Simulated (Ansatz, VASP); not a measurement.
One calculation of PtS2, two programs

```xyz
6
Lattice="3.5415 0.0000 0.0000 -1.7708 3.0671 0.0000 0.0000 0.0000 22.4671" Properties=species:S:1:pos:R:3 pbc="T T T"
S     1.7708    1.0224    4.5000
S     0.0000    2.0447    6.9835
S    -0.5903    3.0671   10.2235
S     1.1805    2.0447   12.7071
Pt    0.0000    0.0000    5.7418
Pt    1.1805    4.0894   11.4653
```

Alike in both runs: task single point; functional PBE; dispersion D3(BJ); k mesh 9 × 9 × 1; occupations gaussian, width 0.05 eV; no spin polarisation.

|  | VASP | Ansatz |
| --- | --- | --- |
| version | VASP 6.6.1 | Ansatz 0.2.0 |
| potentials or method | VASP PAW PBE potentials, release 64 (S, Pt), cutoff 520 eV | scalar-relativistic, plane waves, PAW |
| valence electrons in the cell | 44 | 60 |

VASP gave:

* gap on the k mesh at the Fermi level (eV): 1.31
* least direct gap on the mesh (eV): 1.42
* rms of the force components (eV/Å): 0.044

**Question.** What did Ansatz give for the same quantities?

**Answer.** gap on the k mesh at the Fermi level (eV): 1.30; least direct gap on the mesh (eV): 1.41; rms of the force components (eV/Å): 0.038.

VASP's potentials hold 44 valence electrons a cell and Ansatz's 60, so a difference there can come from the potentials and not from the codes.

Spin-orbit coupling is off throughout.
